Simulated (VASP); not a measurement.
The system is Bi3H2.

```
CELL_PARAMETERS angstrom
3.99145 0.00000 0.00000
0.00000 3.99145 0.00000
0.00000 0.00000 6.71119
ATOMIC_POSITIONS crystal
Bi 0.50000 0.50000 0.83786
Bi 0.50000 0.50000 0.16214
Bi 0.50000 0.50000 0.50000
H 0.00000 0.50000 0.50000
H 0.50000 0.00000 0.50000
```

The cell was generated, and may not be a known phase.

| Item | Value |
| --- | --- |
| Program | VASP 6.6.1 |
| Task | relaxation of cell and atoms |
| Functional | PBE |
| Potentials or basis | VASP PAW PBE potentials, release 64 (Bi_d, H) |
| Cutoff | 600 eV |
| k mesh | 4 × 4 × 4 |
| Occupations | gaussian, width 0.1 eV |
| Spin | no spin polarisation |

At the start: pressure 60.3 GPa; volume 21.38 Å³/atom.

Problem. How do energy, volume and symmetry change on relaxing?

Solution. Over 15 steps the energy falls by 2536.6 meV/atom and the volume is 29.34 Å³/atom (+37.2 %); space group P4/mmm (No. 123, to 0.1 Å) before and after.

The path:
| step | energy change (eV) | largest force (eV/Å) | pressure (GPa) | volume (Å³) |
| --- | --- | --- | --- | --- |
| 1 | 0.0000 | 3.7287 | 60.30 | 106.92 |
| 2 | -6.7545 | 0.6423 | -13.20 | 240.62 |
| 3 | -12.1108 | 0.7679 | -2.65 | 165.77 |
| 4 | -12.1439 | 0.8522 | -2.46 | 164.02 |
| 5 | -12.2168 | 1.6244 | -0.16 | 151.62 |
| 6 | -12.2305 | 1.2695 | -1.36 | 156.69 |
| 7 | -12.2340 | 1.3419 | -1.14 | 155.60 |
| 8 | -12.2343 | 1.4112 | -0.92 | 154.60 |
| 9 | -12.4334 | 1.1240 | -0.84 | 150.87 |
| 10 | -12.6285 | 0.5919 | 0.18 | 143.76 |
| 11 | -12.6373 | 0.3801 | 0.69 | 141.58 |
| 12 | -12.6725 | 0.2156 | 0.80 | 143.39 |
| 13 | -12.6739 | 0.1027 | 0.75 | 143.12 |
| 14 | -12.6828 | 0.0037 | -0.05 | 146.81 |
| 15 | -12.6828 | 0.0001 | 0.00 | 146.70 |

Final structure:
```yaml
crystal:
  lattice:
    - [3.89972, 0.00000, 0.00000]
    - [0.00000, 3.89972, 0.00000]
    - [0.00000, 0.00000, 9.64639]
  atoms:
    - { symbol: Bi, position: [0.50000, 0.50000, 0.84553] }
    - { symbol: Bi, position: [0.50000, 0.50000, 0.15447] }
    - { symbol: Bi, position: [0.50000, 0.50000, 0.50000] }
    - { symbol: H, position: [0.00000, 0.50000, 0.50000] }
    - { symbol: H, position: [0.50000, 0.00000, 0.50000] }
```

Caveat: the k points lie up to 0.40 Å⁻¹ apart in the final cell, too coarse for converged energies and pressures of a metal; the volume moved by over 15 % at a fixed basis, so the end points are rough.
